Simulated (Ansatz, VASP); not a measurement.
# Two plane-wave programs on LiMg

The input INCAR:

```
SYSTEM = LiMg
PREC = Accurate ; ENCUT = 600
EDIFF = 1E-7 ; ISMEAR = 0
SIGMA = 0.1 ; LREAL = .FALSE.
LASPH = .TRUE. ; NELM = 80
ALGO = Normal ; ISIF = 3
LWAVE = .FALSE. ; LCHARG = .FALSE.
IBRION = 2 ; NSW = 100
EDIFFG = -0.005
```

File KPOINTS:

```
Automatic mesh
0
G
  12 12 12
  0 0 0
```

The input POSCAR:

```
LiMg
1.0
    3.4153260000      0.0000000000      0.0000000000
    0.0000000000      3.4153260000      0.0000000000
    0.0000000000      0.0000000000      3.4153260000
Li Mg
1 1
Direct
    0.0000000000      0.0000000000      0.0000000000
    0.5000000000      0.5000000000      0.5000000000
```

Input for Ansatz:

```yaml
crystal:
  lattice:
    - [3.415326, 0.0, 0.0]
    - [0.0, 3.415326, 0.0]
    - [0.0, 0.0, 3.415326]
  atoms:
    - { symbol: Li, position: [0.0, 0.0, 0.0] }
    - { symbol: Mg, position: [0.5, 0.5, 0.5] }
basis:
  ecutwfc: 420
kpoints:
  mp_grid: { grid: [12, 12, 12] }
hamiltonian:
  xc: lda
scf:
  occupations: { method: gaussian, width: 0.1 }
output:
  forces: true
  stress: true
  eigenvalues: true
relax:
  adjacent_minimum: "off"
  f_tol: 0.005
  max_steps: 80
  cell: { stress_tol: 0.05 }
```

Alike in both runs: task relaxation of cell and atoms; functional LDA; k mesh 12 × 12 × 12; occupations gaussian, width 0.1 eV; no spin polarisation.

|  | VASP | Ansatz |
| --- | --- | --- |
| version | VASP 6.6.1 | Ansatz 0.2.0 |
| potentials or method | VASP PAW LDA potentials, release 64 (Li_sv, Mg), cutoff 600 eV | scalar-relativistic, plane waves, PAW |
| valence electrons in the cell | 5 | 13 |

VASP gave:

- gap on the k mesh at the Fermi level, each at its own relaxed structure (eV): none
- relaxed volume (Å³/atom): 18.73
- relaxed length of the cell vector where the two differ most in proportion (Å): 3.346

Q: Which values does Ansatz return?

A: gap on the k mesh at the Fermi level, each at its own relaxed structure (eV): none; relaxed volume (Å³/atom): 18.91; relaxed length of the cell vector where the two differ most in proportion (Å): 3.356.

LDA's correlation is that of Perdew and Zunger in VASP and of Perdew and Wang (1992) in Ansatz. A gap of «none» marks a metal or a gap that the smearing closes. VASP's potentials hold 5 valence electrons a cell and Ansatz's 13, so a difference there can come from the potentials and not from the codes.

Noted on VASP's run: the cutoff is under 1.25 times that of the potentials, so the pressure is a little rough.
